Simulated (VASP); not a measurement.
The system is NbSi.

```
Nb Si
1.0
     3.15644    0.00000    0.00000
     0.00000    3.15644    0.00000
     0.00000    0.00000    3.15644
Nb Si
1 1
Cartesian
  0.0000 0.0000 0.0000
  1.5782 1.5782 1.5782
```

```yaml
Program: VASP 6.6.1
Task: relaxation of cell and atoms
Functional: r2SCAN
Potentials_or_basis: VASP PAW PBE potentials, release 64 (Nb_sv, Si)
Cutoff: 600 eV
k_mesh: 8 × 8 × 8
Occupations: fermi-dirac, width 0.05 eV
Spin: no spin polarisation
Hubbard_terms: Nb d U = 5.0 eV
```

At the start: pressure 6.3 GPa; volume 15.72 Å³/atom.

Q: How do energy, volume and symmetry change on relaxing?

A: Over 3 steps the energy falls by 11.0 meV/atom and the volume is 16.31 Å³/atom (+3.7 %); space group Pm-3m (No. 221, to 0.1 Å) before and after.

Step by step:
| step | energy change (eV) | largest force (eV/Å) | pressure (GPa) | volume (Å³) |
| --- | --- | --- | --- | --- |
| 1 | 0.0000 | 0.0000 | 6.30 | 31.45 |
| 2 | 0.0223 | 0.0000 | -7.81 | 34.35 |
| 3 | -0.0220 | 0.0000 | -0.07 | 32.62 |

Final structure:
```
Nb Si
1.0
     3.19503    0.00000    0.00000
     0.00000    3.19503    0.00000
     0.00000    0.00000    3.19503
Nb Si
1 1
Direct
  0.00000 0.00000 0.00000
  0.50000 0.50000 0.50000
```

Caveat: the PAW data sets were made with another functional, which shifts forces and pressure a little; an odd number of electrons without spin polarisation forces a metal; a magnetic or distorted state may lie lower; U without spin polarisation on a metal has little footing; the U is typed as a test and isn't derived for this compound.
